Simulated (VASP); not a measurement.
# Ag2O (Pn-3m) in VASP: settings compared

Ag2O is run at these levels: LDA, PBE, r2SCAN; tasks: single point, relaxation of cell and atoms.

Everything below comes from runs of VASP 6.6.1. Logs are shortened: lines on timing, memory, paths and dates and some standing lists are left out, and cuts for length are marked.

## (1) The cell of the first run

Symmetry: Pn-3m, No. 224, cubic system. Conventional cell: a = 4.756 Å, b = 4.756 Å, c = 4.756 Å, α = 90.00°, β = 90.00°, γ = 90.00°. Ag (site symmetry -3m) has 2 O at 2.06 Å within 2.7 Å. O (site symmetry -43m) has 4 Ag at 2.06 Å within 2.7 Å.

## (2) Single point, LDA

Contents of INCAR:

```
  PREC = Accurate
  ENCUT = 600
  EDIFF = 1E-6
  ISMEAR = -1
  SIGMA = 0.02
  LREAL = False
  LASPH = True
  NELM = 120
  ALGO = Normal
  ISIF = 2
  LWAVE = False
  LCHARG = False
  NBANDS = 37
  GGA_COMPAT = False
```

Contents of KPOINTS:

```
Automatic mesh
0
Gamma
  6 6 6
```

Contents of POSCAR:

```
Ag2O
1.0
    4.7561179341      0.0000000000      0.0000000000
    0.0000000000      4.7561179341      0.0000000000
    0.0000000000      0.0000000000      4.7561179341
Ag O
4 2
Direct
    0.2500000000      0.2500000000      0.2500000000
    0.2500000000      0.7500000000      0.7500000000
    0.7500000000      0.7500000000      0.2500000000
    0.7500000000      0.2500000000      0.7500000000
    0.0000000000      0.0000000000      0.0000000000
    0.5000000000      0.5000000000      0.5000000000
```

Potentials or basis: VASP PAW LDA potentials, release 64 (Ag, O).

Launch:

```
> cat potpaw_LDA.64/Ag/POTCAR potpaw_LDA.64/O/POTCAR > POTCAR
> mpirun -np 1 vasp_std > vasp.out
```

OUTCAR:

```text
PREC = Accurate
   ENCUT = 600
   EDIFF = 1E-6
   ISMEAR = -1
   LREAL = False
   LASPH = True
   NELM = 120
   ISIF = 2

 ion  position               nearest neighbor table
   1  0.250  0.250  0.250-   5 2.06   6 2.06   4 3.36   2 3.36   3 3.36   2 3.36   4 3.36   2 3.36
                             3 3.36   2 3.36   3 3.36   4 3.36   4 3.36   3 3.36
   2  0.250  0.750  0.750-   5 2.06   6 2.06   4 3.36   1 3.36   3 3.36   1 3.36   3 3.36   1 3.36
                             4 3.36   1 3.36   3 3.36   4 3.36   3 3.36   4 3.36
   3  0.750  0.750  0.250-   5 2.06   6 2.06   4 3.36   1 3.36   2 3.36   2 3.36   4 3.36   1 3.36
                             4 3.36   4 3.36   1 3.36   2 3.36   2 3.36   1 3.36
   4  0.750  0.250  0.750-   5 2.06   6 2.06   3 3.36   1 3.36   2 3.36   1 3.36   3 3.36   2 3.36
                             3 3.36   3 3.36   1 3.36   2 3.36   1 3.36   2 3.36
   5  0.000  0.000  0.000-   1 2.06   2 2.06   3 2.06   4 2.06
   6  0.500  0.500  0.500-   1 2.06   2 2.06   3 2.06   4 2.06

  LATTYP: Found a simple cubic cell.
 ALAT       =     4.7561179341

  Lattice vectors:

 A1 = (   4.7561179341,   0.0000000000,   0.0000000000)
 A2 = (   0.0000000000,   4.7561179341,   0.0000000000)
 A3 = (   0.0000000000,   0.0000000000,   4.7561179341)

Analysis of symmetry for initial positions (statically):
=====================================================================
 Subroutine PRICEL returns:
 Original cell was already a primitive cell.

 Routine SETGRP: Setting up the symmetry group for a
 simple cubic supercell.

 Subroutine GETGRP returns: Found 48 space group operations
 (whereof 24 operations were pure point group operations)
 out of a pool of 48 trial point group operations.

The static configuration has the point symmetry T_d .
 The point group associated with its full space group is O_h .

Analysis of symmetry for dynamics (positions and initial velocities):
=====================================================================
 Subroutine PRICEL returns:
 Original cell was already a primitive cell.

 Routine SETGRP: Setting up the symmetry group for a
 simple cubic supercell.

 Subroutine GETGRP returns: Found 48 space group operations
 (whereof 24 operations were pure point group operations)
 out of a pool of 48 trial point group operations.

The dynamic configuration has the point symmetry T_d .
 The point group associated with its full space group is O_h .

 Subroutine INISYM returns: Found 48 space group operations
 (whereof 24 operations are pure point group operations),
 and found     1 'primitive' translations

----------------------------------------------------------------------------------------

                                     Primitive cell

  volume of cell :     107.5865

  direct lattice vectors                    reciprocal lattice vectors
     4.756117934  0.000000000  0.000000000     0.210255510  0.000000000  0.000000000
     0.000000000  4.756117934  0.000000000     0.000000000  0.210255510  0.000000000
     0.000000000  0.000000000  4.756117934     0.000000000  0.000000000  0.210255510

  length of vectors
     4.756117934  4.756117934  4.756117934     0.210255510  0.210255510  0.210255510

  position of ions in fractional coordinates (direct lattice)
     0.250000000  0.250000000  0.250000000
     0.250000000  0.750000000  0.750000000
     0.750000000  0.750000000  0.250000000
     0.750000000  0.250000000  0.750000000
     0.000000000  0.000000000  0.000000000
     0.500000000  0.500000000  0.500000000

  ion indices of the primitive-cell ions
   primitive index   ion index
                 1           1
                 2           2
                 3           3
                 4           4
                 5           5
                 6           6

----------------------------------------------------------------------------------------

 KPOINTS: Automatic mesh

Automatic generation of k-mesh.
 Grid dimensions read from file:
 generate k-points for:    6    6    6

 Generating k-lattice:

  Cartesian coordinates                     Fractional coordinates (reciprocal lattice)
     0.035042585  0.000000000  0.000000000     0.166666667  0.000000000  0.000000000
     0.000000000  0.035042585  0.000000000     0.000000000  0.166666667  0.000000000
     0.000000000  0.000000000  0.035042585     0.000000000  0.000000000  0.166666667

  Length of vectors
     0.035042585  0.035042585  0.035042585

  Shift w.r.t. Gamma in fractional coordinates (k-lattice)
     0.000000000  0.000000000  0.000000000

 Subroutine IBZKPT returns following result:
 ===========================================

 Found     20 irreducible k-points:

 Following reciprocal coordinates:
            Coordinates               Weight
  0.000000  0.000000  0.000000      1.000000
  0.166667  0.000000  0.000000      6.000000
  0.333333  0.000000  0.000000      6.000000
  0.500000  0.000000  0.000000      3.000000
  0.166667  0.166667  0.000000     12.000000
  0.333333  0.166667  0.000000     24.000000
[... 12 lines left out ...]
  0.500000  0.500000  0.333333      6.000000
  0.500000  0.500000  0.500000      1.000000
   k-points           NKPTS =     20   k-points in BZ     NKDIM =     20   number of bands    NBANDS=     37
   number of dos      NEDOS =    301   number of ions     NIONS =      6
   total plane-waves  NPLWV =  64000
   dimension x,y,z NGX =    40 NGY =   40 NGZ =   40
   dimension x,y,z NGXF=    80 NGYF=   80 NGZF=   80
   ions per type =               4   2
   NGX,Y,Z   is equivalent  to a cutoff of  13.98, 13.98, 13.98 a.u.
   NGXF,Y,Z  is equivalent  to a cutoff of  27.96, 27.96, 27.96 a.u.
 SYSTEM =  unknown system
   PREC   = accura    normal or accurate (medium, high low for compatibility)
   ISTART =      0    job   : 0-new  1-cont  2-samecut
   ICHARG =      2    charge: 1-file 2-atom 10-const
   ISPIN  =      1    spin polarized calculation?
   LNONCOLLINEAR =      F non collinear calculations
   LSORBIT =      F    spin-orbit coupling
   LASPH  =      T    aspherical Exc in radial PAW
   ENCUT  =  600.0 eV  44.10 Ry    6.64 a.u.   9.50  9.50  9.50*2*pi/ulx,y,z
   NELM   =    120;   NELMIN=  2; NELMDL= -5     # of ELM steps
   EDIFF  = 0.1E-05   stopping-criterion for ELM
   LREAL  =      F    real-space projection
   EDIFFG = 0.1E-04   stopping-criterion for IOM
   NSW    =      0    number of steps for IOM
   IBRION =     -1    ionic relax: 0-MD 1-quasi-New 2-CG
   NFREE  =      0    steps in history (QN), initial steepest desc. (CG)
   ISIF   =      2    stress and relaxation
   ISYM   =      2    0-nonsym 1-usesym 2-fastsym
   POTIM  = 0.5000    time-step for ionic-motion
   TEBEG  =    0.0;   TEEND  =   0.0 temperature during run
   PSTRESS=    0.0 pullay stress
   NELECT =      56.0000    total number of electrons
   NUPDOWN=      -1.0000    fix difference up-down
   EMIN   =  10.00;   EMAX   =-10.00  energy-range for DOS
   EFERMI =   0.00;   METHOD = LEGACY
   ISMEAR =    -1;   SIGMA  =   0.02  broadening in eV -4-tet -1-fermi 0-gaus
   EFERMI_NEDOS =   21; number of points for ismear=-14 and -15
   IALGO  =     38    algorithm
   IMIX   =      4    mixing-type and parameters
     AMIX     =   0.40;   BMIX     =  1.00
     AMIX_MAG =   1.60;   BMIX_MAG =  1.00
  volume/ion in A,a.u.               =      17.93       121.00
  Fermi-wavevector in a.u.,A,eV,Ry     =   1.316896  2.488573 23.595437  1.734216
  Thomas-Fermi vector in A             =   2.446976
   LORBIT       =      0    0 simple, 1 ext, 2 COOP (PROOUT), +10 PAW based schemes
   GGA     = CA    functional components
   LHFCALC =     F    Hartree Fock is set to
   AEXX    =    0.0000 exact exchange contribution
   IVDW    =     0    specifies the selected vdW correction
   LEPSILON=     F    determine dielectric tensor
   LRPA    =     F    only Hartree local field effects (RPA)
 non-spin polarized calculation
  energy-cutoff  :      600.00
  volume of cell :      107.59
 maximum number of plane-waves:      3695
 NGX is ok and might be reduce to    40
   NGX = 19   NGY = 19   NGZ = 19

 number of electron      55.9999996 magnetization

 Free energy of the ion-electron system (eV)
  ---------------------------------------------------
  ext. energy  EPLUGINS =         0.00000000
  ---------------------------------------------------
  free energy    TOTEN  =       -26.52274279 eV

  energy without entropy =      -26.52227336  energy(sigma->0) =      -26.52250807

 E-fermi :   4.1068     XC(G=0): -10.8943

 val. band max:        4.0871954016   @ k =   0.0000   0.0000   0.0000
 cond. band min:       4.3895542824   @ k =   0.1667   0.0000   0.0000
 fundamental gap:      0.3023588809
 Fermi energy:         4.1067772512

 k-point     1 :       0.0000    0.0000    0.0000
  band No.  band energies     occupation
      1     -14.3659      2.00000
      2     -13.6812      2.00000
      3      -2.6724      2.00000
      4      -2.6724      2.00000
      5      -2.6724      2.00000
      6      -0.4619      2.00000
[... 29 lines left out ...]
     36      12.6382      0.00000
     37      12.6382      0.00000

 k-point     2 :       0.1667    0.0000    0.0000
  band No.  band energies     occupation
      1     -14.3224      2.00000
      2     -13.7298      2.00000
      3      -2.5815      2.00000
      4      -2.5815      2.00000
      5      -2.5435      2.00000
      6      -0.3802      2.00000
[... 29 lines left out ...]
     36      12.3105      0.00000
     37      12.3105      0.00000

 k-point     3 :       0.3333    0.0000    0.0000
  band No.  band energies     occupation
      1     -14.2021      2.00000
      2     -13.8603      2.00000
      3      -2.3428      2.00000
      4      -2.3428      2.00000
      5      -2.1744      2.00000
      6      -0.9510      2.00000
[... 29 lines left out ...]
     36      11.8076      0.00000
     37      11.8076      0.00000

 k-point     4 :       0.5000    0.0000    0.0000
  band No.  band energies     occupation
      1     -14.0337      2.00000
      2     -14.0337      2.00000
      3      -2.1566      2.00000
      4      -2.1566      2.00000
      5      -1.6152      2.00000
      6      -1.6152      2.00000
[... 29 lines left out ...]
     36      11.6049      0.00000
     37      12.4495      0.00000
[... 523 lines left out ...]
      1     -14.2404      2.00000
      2     -13.7956      2.00000
      3      -2.4561      2.00000
      4      -2.4451      2.00000
      5      -2.3050      2.00000
      6      -0.6898      2.00000
[... 29 lines left out ...]
     36      11.4118      0.00000
     37      15.0600      0.00000

 k-point    19 :       0.5000    0.5000    0.3333
  band No.  band energies     occupation
      1     -14.2715      2.00000
      2     -13.7573      2.00000
      3      -2.4938      2.00000
      4      -2.4938      2.00000
      5      -2.4088      2.00000
      6      -0.4676      2.00000
[... 29 lines left out ...]
     36      10.7606      0.00000
     37      16.0517      0.00000

 k-point    20 :       0.5000    0.5000    0.5000
  band No.  band energies     occupation
      1     -14.3073      2.00000
      2     -13.7129      2.00000
      3      -2.5352      2.00000
      4      -2.5352      2.00000
      5      -2.5352      2.00000
      6      -0.0886      2.00000
[... 29 lines left out ...]
     36      10.0193      0.00000
     37      16.6401      0.00000

------------------------ aborting loop because EDIFF is reached ----------------------------------------

  FORCE on cell =-STRESS in cart. coord.  units (eV):
  Direction    XX          YY          ZZ          XY          YZ          ZX
  --------------------------------------------------------------------------------------
  -------------------------------------------------------------------------------------
  Total       -4.3129746     -4.3129746     -4.3129746      0.0000000      0.0000000      0.0000000
  in kB      -64.2287749    -64.2287749    -64.2287749      0.0000000      0.0000000      0.0000000
  external PRESSURE =     -64.2287749 kB  Pullay stress =       0.0000000 kB

 VOLUME and BASIS-vectors are now :
 -----------------------------------------------------------------------------
  energy-cutoff  :      600.00
  volume of cell :      107.59
      direct lattice vectors                 reciprocal lattice vectors
     4.756117934  0.000000000  0.000000000     0.210255510  0.000000000  0.000000000
     0.000000000  4.756117934  0.000000000     0.000000000  0.210255510  0.000000000
     0.000000000  0.000000000  4.756117934     0.000000000  0.000000000  0.210255510

 POSITION                                       TOTAL-FORCE (eV/Angst)
 -----------------------------------------------------------------------------------
      1.18903      1.18903      1.18903         0.000000     -0.000000      0.000000
      1.18903      3.56709      3.56709        -0.000000     -0.000000     -0.000000
      3.56709      3.56709      1.18903        -0.000000      0.000000      0.000000
      3.56709      1.18903      3.56709         0.000000      0.000000     -0.000000
      0.00000      0.00000      0.00000        -0.000000      0.000000     -0.000000
      2.37806      2.37806      2.37806        -0.000000      0.000000     -0.000000
 -----------------------------------------------------------------------------------
    total drift:                                0.000000     -0.000000     -0.000000

  FREE ENERGIE OF THE ION-ELECTRON SYSTEM (eV)
  ---------------------------------------------------
  free  energy   TOTEN  =       -26.5227427919 eV

  energy  without entropy=      -26.5222733554  energy(sigma->0) =      -26.52250807
```

Wall time 2.7 min (1 thread of Intel Xeon 8259CL, shared host); peak memory 0.24 GiB.

Results:

```yaml
Free_energy: -26.5227 eV
Pressure: -6.4 GPa
Band_gap_on_the_k_mesh: zero (filled and empty bands touch)
```

Levels at points of the mesh, in eV from the Fermi level:
```tsv
k point	band 26	band 27	band 28	band 29	band 30	band 31
(0.00, 0.00, 0.00)	-0.04	-0.02	-0.02	-0.02	1.97	1.97
(0.50, 0.00, 0.00)	-1.59	-0.49	-0.49	1.99	1.99	4.65
(0.50, 0.50, 0.00)	-1.61	-0.83	-0.83	2.01	2.01	3.64
(0.50, 0.50, 0.50)	-0.70	-0.70	-0.70	2.51	2.51	2.51
```

Caveat: the cell stands under tension.

(Part 1 of 2 ends here.)
